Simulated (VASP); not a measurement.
Here is a VASP 6.6.1 calculation.

INCAR

```
SYSTEM = BN
ALGO     = Normal         ! electronic algorithm
EDIFF    = 1E-6           ! SCF threshold, eV
ENCUT    = 520            ! plane-wave cutoff, eV
GGA      = PS             ! functional
ISIF     = 2              ! what is computed and relaxed
ISMEAR   = -1             ! smearing method
LASPH    = .True.         ! aspherical terms in the spheres
LCHARG   = .False.        ! write CHGCAR
LREAL    = .False.        ! projectors in reciprocal space
LWAVE    = .False.        ! write WAVECAR
NBANDS   = 11             ! bands
NELM     = 80             ! most SCF steps
PREC     = Accurate       ! precision mode
SIGMA    = 0.05           ! smearing width, eV
```

Contents of KPOINTS:

```
k-points
0
Gamma
  13 13 9
  0 0 0
```

The input POSCAR:

```
BN
1.0
    2.4741443238      0.0000000000      0.0000000000
   -1.2298612564      2.1468189082      0.0000000000
   -0.6221415337     -1.0734094541      2.9816898573
N B
1 1
Direct
    0.6685060000      0.3323850000      0.9849990000
    0.9796430000      0.9834990000      0.0018060000
```

Potentials or basis: VASP PAW PBE potentials, release 64 (N, B).

The run is started by

```bash
$ cat potpaw_PBE.64/N/POTCAR potpaw_PBE.64/B/POTCAR > POTCAR
$ mpirun -np 1 vasp_std > vasp.out
```

(1) Predict the band gap on the k mesh.

(2) What does it give for the pressure?

(3) What does it give for the largest force?

Results:

(1) 2.68 eV, indirect (least direct gap 4.56 eV).

(2) 13.8 GPa.

(3) 2.998 eV/Å.

Caveat: the PAW data sets were made with another functional, which shifts forces and pressure a little.
